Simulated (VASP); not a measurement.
## From an Ansatz input to VASP: CdS (strained zincblende)

Ansatz input

```yaml
crystal:
  lattice:
    - [0.0, 2.9979991399, 2.9979991399]
    - [2.9979991399, 0.0, 2.9979991399]
    - [2.9979991399, 2.9979991399, 0.0]
  atoms:
    - { symbol: Cd, position: [0.0, 0.0, 0.0] }
    - { symbol: S, position: [0.25, 0.25, 0.25] }
kpoints:
  mp_grid: { grid: [8, 8, 8] }
  band_path:
    path:
      - [0.0, 0.0, 0.0]
      - [-0.5, -0.5, 0.0]
      - [-0.375, -0.375, 0.25]
      - [-0.375, 0.0, 0.375]
      - [0.0, 0.0, 0.5]
      - [-0.5, -0.25, 0.25]
    npoints: 1
hamiltonian:
  xc: pbe
scf:
  occupations: { method: fermi_dirac, width: 0.02 }
  n_extra_bands: 4
output:
  forces: true
  stress: true
  eigenvalues: true
```

Task: Which VASP files do the same job?

Result: 

INCAR

```
NBANDS = 16
ISMEAR = -1
LREAL = .FALSE.
LCHARG = .FALSE.
NSW = 0
PREC = Accurate
ISIF = 2
EDIFF = 1E-7
ENCUT = 520
NELM = 120
SIGMA = 0.02
IBRION = -1
GGA = PE
LASPH = .TRUE.
LWAVE = .FALSE.
```

KPOINTS

```
KPOINTS created by Atomic Simulation Environment
0
Gamma
8 8 8
0 0 0
```

KPOINTS_OPT

```
special points
6
Reciprocal
0.0000000000 0.0000000000 0.0000000000 1
-0.5000000000 -0.5000000000 0.0000000000 1
-0.3750000000 -0.3750000000 0.2500000000 1
-0.3750000000 0.0000000000 0.3750000000 1
0.0000000000 0.0000000000 0.5000000000 1
-0.5000000000 -0.2500000000 0.2500000000 1
```

POSCAR

```
Cd S
 1.0000000000000000
     0.0000000000000000    2.9979991399000001    2.9979991399000001
     2.9979991399000001    0.0000000000000000    2.9979991399000001
     2.9979991399000001    2.9979991399000001    0.0000000000000000
 Cd  S
   1   1
Cartesian
  0.0000000000000000  0.0000000000000000  0.0000000000000000
  1.4989995699500001  1.4989995699500001  1.4989995699500001
```

VASP ran with the recommended PBE PAW datasets (18 valence electrons in the cell). Other inputs would serve too.

```json
{"": "gap between bands v and c", "Ansatz": "0.96 eV", "VASP": "0.96 eV"}
{"": "least direct gap", "Ansatz": "0.96 eV", "VASP": "0.96 eV"}
{"": "pressure", "Ansatz": "-1.7 GPa", "VASP": "-1.5 GPa"}
```

Each program uses its own PAW datasets. VASP's cell holds 18 valence electrons and Ansatz's 26. Ansatz's stress includes a Pulay correction; VASP's doesn't.

VASP's potentials hold 18 valence electrons a cell and Ansatz's 26, so a difference between the two programs can come from the potentials and not from the codes.
